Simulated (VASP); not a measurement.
Crystal: GaAsSe3.

```xyz
5
Lattice="4.5742 0.0000 0.0000 0.0000 4.5742 0.0000 0.0000 0.0000 6.0223" Properties=species:S:1:pos:R:3 pbc="T T T"
Ga    2.2871    2.2871    4.1868
As    0.0000    0.0000    5.8616
Se    2.2871    0.0000    1.1760
Se    0.0000    2.2871    1.1760
Se    0.0000    0.0000    3.3069
```

The cell was built from a structure type or drawn by symmetry, and may not be a known phase.

| Item | Value |
| --- | --- |
| Program | VASP 6.6.1 |
| Task | relaxation of cell and atoms |
| Functional | PBE |
| Potentials or basis | VASP PAW PBE potentials, release 64 (Ga_d, As, Se) |
| Cutoff | 500 eV |
| k mesh | 3 × 3 × 2 |
| Occupations | gaussian, width 0.15 eV |
| Spin | no spin polarisation |

At the start: pressure -0.5 GPa; volume 25.20 Å³/atom.

Problem. How do energy, volume and symmetry change on relaxing?

Solution. Over 17 steps the energy falls by 67.8 meV/atom and the volume is 26.60 Å³/atom (+5.5 %); space group P4mm (No. 99, to 0.1 Å) before and after.

The path:
| step | energy change (eV) | largest force (eV/Å) | pressure (GPa) | volume (Å³) |
| --- | --- | --- | --- | --- |
| 1 | 0.0000 | 0.7576 | -0.53 | 126.01 |
| 2 | -0.0693 | 0.8388 | 0.32 | 124.51 |
| 3 | -0.1210 | 0.8059 | 2.05 | 121.96 |
| 4 | -0.1623 | 0.7350 | 1.76 | 123.17 |
| 5 | -0.2481 | 0.5720 | 1.15 | 126.85 |
| 6 | -0.2797 | 0.2088 | 0.91 | 134.42 |
| 7 | -0.2834 | 0.2628 | 0.91 | 132.96 |
| 8 | -0.2962 | 0.2036 | -0.05 | 135.26 |
| 9 | -0.2966 | 0.1890 | -0.24 | 135.74 |
| 10 | -0.3027 | 0.0962 | -0.29 | 135.67 |
| 11 | -0.3158 | 0.3285 | -0.44 | 135.46 |
| 12 | -0.3186 | 0.3447 | -0.43 | 135.28 |
| 13 | -0.3251 | 0.4015 | -0.39 | 134.75 |
| 14 | -0.3275 | 0.5265 | -0.27 | 133.66 |
| 15 | -0.3283 | 0.4859 | -0.31 | 134.03 |
| 16 | -0.3326 | 0.3711 | -0.24 | 133.76 |
| 17 | -0.3390 | 0.0749 | 0.00 | 132.98 |

Final structure:
```yaml
crystal:
  lattice:
    - [4.54645, 0.00000, 0.00000]
    - [0.00000, 4.54645, 0.00000]
    - [0.00000, 0.00000, 6.43348]
  atoms:
    - { symbol: Ga, position: [0.50000, 0.50000, 0.67054] }
    - { symbol: As, position: [0.00000, 0.00000, 0.98497] }
    - { symbol: Se, position: [0.50000, 0.00000, 0.17161] }
    - { symbol: Se, position: [0.00000, 0.50000, 0.17161] }
    - { symbol: Se, position: [0.00000, 0.00000, 0.60946] }
```

Caveat: the k points lie up to 0.49 Å⁻¹ apart in the final cell, too coarse for converged energies and pressures of a metal; the relaxation stopped at a loose force limit of 0.08 eV/Å, so its end isn't a converged minimum.
